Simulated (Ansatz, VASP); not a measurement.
## Two plane-wave programs on CdSe

The input INCAR:

```
SYSTEM = CdSe
PREC = Accurate
ENCUT = 600
EDIFF = 1E-6
ISMEAR = 0
SIGMA = 0.02
LREAL = .FALSE.
LASPH = .TRUE.
NELM = 80
ALGO = Normal
ISIF = 3
LWAVE = .FALSE.
LCHARG = .FALSE.
GGA = RP
IBRION = 2
NSW = 100
EDIFFG = -0.002
```

File KPOINTS:

```
regular mesh
0
G
  8 8 8
  0 0 0
```

POSCAR

```
CdSe
1.0
    0.0000000000      3.0702712000      3.0702712000
    3.0702712000      0.0000000000      3.0702712000
    3.0702712000      3.0702712000      0.0000000000
Cd Se
1 1
Direct
    0.0000000000      0.0000000000      0.0000000000
    0.2500000000      0.2500000000      0.2500000000
```

Input for Ansatz:

```yaml
crystal:
  lattice:
    - [0.0, 3.0702712, 3.0702712]
    - [3.0702712, 0.0, 3.0702712]
    - [3.0702712, 3.0702712, 0.0]
  atoms:
    - { symbol: Cd, position: [0.0, 0.0, 0.0] }
    - { symbol: Se, position: [0.25, 0.25, 0.25] }
basis:
  ecutwfc: 420
kpoints:
  mp_grid: { grid: [8, 8, 8] }
hamiltonian:
  xc: rpbe
  pseudopotentials: { kind: paw, azcp: { folder: soft_1 } }
scf:
  occupations: { method: gaussian, width: 0.02 }
output:
  forces: true
  stress: true
  eigenvalues: true
  write_density: true
  write_potential: true
  elf: true
  volumetric_format: npy
relax:
  adjacent_minimum: "off"
  f_tol: 0.002
  max_steps: 80
  cell: { stress_tol: 0.02 }
```

Alike in both runs: task relaxation of cell and atoms; functional RPBE; k mesh 8 × 8 × 8; occupations gaussian, width 0.02 eV; no spin polarisation.

|  | VASP | Ansatz |
| --- | --- | --- |
| version | VASP 6.6.1 | Ansatz 0.2.0 |
| potentials or method | VASP PAW PBE potentials, release 64 (Cd, Se), cutoff 600 eV | scalar-relativistic, plane waves, PAW |
| valence electrons in the cell | 18 | 36 |

|  | VASP | Ansatz | Ansatz less VASP |
| --- | --- | --- | --- |
| gap on the k mesh at the Fermi level, each at its own relaxed structure (eV) | 0.57 | 0.58 | +0.011 |
| relaxed volume (Å³/atom) | 31.16 | 31.03 | -0.137 |
| relaxed cell length with the largest relative difference (Å) | 4.450 | 4.444 | -0.0065 |

VASP's potentials were made for PBE, not for RPBE. VASP's potentials hold 18 valence electrons a cell and Ansatz's 36, so a difference there can come from the potentials and not from the codes.
